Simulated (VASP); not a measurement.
Here is a VASP 6.6.1 calculation.

Contents of INCAR:

```
PREC     = Accurate       # precision mode
ENCUT    = 520            # plane-wave cutoff, eV
EDIFF    = 1E-7           # SCF threshold, eV
ISMEAR   = 0              # smearing method
SIGMA    = 0.1            # smearing width, eV
LREAL    = F              # projectors in reciprocal space
LASPH    = T              # aspherical terms in the spheres
NELM     = 60             # most SCF steps
ALGO     = Normal         # electronic algorithm
ISIF     = 2              # what is computed and relaxed
LWAVE    = F              # write WAVECAR
LCHARG   = T              # write CHGCAR
GGA      = PE             # functional
LELF     = T              # ELF
LVHAR    = T            
NBANDS   = 29             # bands
```

Contents of KPOINTS:

```
Automatic mesh
0
Gamma
  6 6 2
```

Contents of POSCAR:

```
Y2Si3O
1.0
    4.0934367100      0.0000000000      0.0000000000
   -2.0467183600      3.5450201800      0.0000000000
    0.0000000000      0.0000000000      8.3165617800
Y Si O
2 3 1
Direct
    0.0000000000      0.0000000000      0.0000000000
    0.6666666700      0.3333333300      0.5000000000
    0.3333333300      0.6666666700      0.5000000000
    0.6666666700      0.3333333300      0.8969726100
    0.6666666700      0.3333333300      0.1030273900
    0.0000000000      0.0000000000      0.5000000000
```

Potentials or basis: VASP PAW PBE potentials, release 64 (Y_sv, Si, O).

Run with:

```sh
$ cat potpaw_PBE.64/Y_sv/POTCAR potpaw_PBE.64/Si/POTCAR potpaw_PBE.64/O/POTCAR > POTCAR
$ mpirun -np 1 vasp_std > vasp.out
```

Task: What does it give for the pressure?

Result: 38.7 GPa.

Task: Estimate the band gap on the k mesh.

Result: Zero (band 20 reaches 5.58 eV, above the bottom of band 21 at 4.44 eV).

Stress tensor (GPa, compression positive):
```
37.94  0.00  0.00
 0.00 37.94  0.00
 0.00  0.00 40.35
```

Caveat: the k points lie up to 0.38 Å⁻¹ apart; forces of over 1 eV/Å act on the atoms, so gaps and moduli don't describe the material at rest.
